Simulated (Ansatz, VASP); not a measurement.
Sb: VASP beside Ansatz

```xyz
2
Lattice="3.1224 0.0000 0.0000 0.0000 4.3475 0.0000 -0.0389 0.0000 4.4059" Properties=species:S:1:pos:R:3 pbc="T T T"
Sb    3.0573    3.2606    3.3433
Sb    0.0262    1.0869    1.0625
```

Alike in both runs: task single point; functional PBEsol; k mesh 6 × 4 × 4; occupations gaussian, width 0.1 eV; no spin polarisation.

```csv
,VASP,Ansatz
version,VASP 6.6.1,Ansatz 0.2.0
potentials or method,"VASP PAW PBE potentials, release 64 (Sb), cutoff 520 eV","scalar-relativistic, plane waves, PAW"
valence electrons in the cell,10,30
```

```tsv
	VASP	Ansatz	Ansatz less VASP
gap on the k mesh at the Fermi level (eV)	none	none	-
pressure (GPa)	-1.8	-1.9	-0.09
traceless stress, the component that is largest in VASP (GPa)	-3.99	-3.98	+0.001
rms of the force components (eV/Å)	0.037	0.032	-0.0056
```

VASP's potentials were made for PBE, not for PBEsol. Atom by atom the forces differ by 0.007 eV/Å (rms over components). A gap of «none» marks a metal or a gap that the smearing closes. With one functional, cell and mesh, what is left measures potentials, basis and numerics. VASP's potentials hold 10 valence electrons a cell and Ansatz's 30, so a difference there can come from the potentials and not from the codes.

The k mesh is coarse, so the values compare programs but aren't converged. Spin-orbit coupling is off throughout.
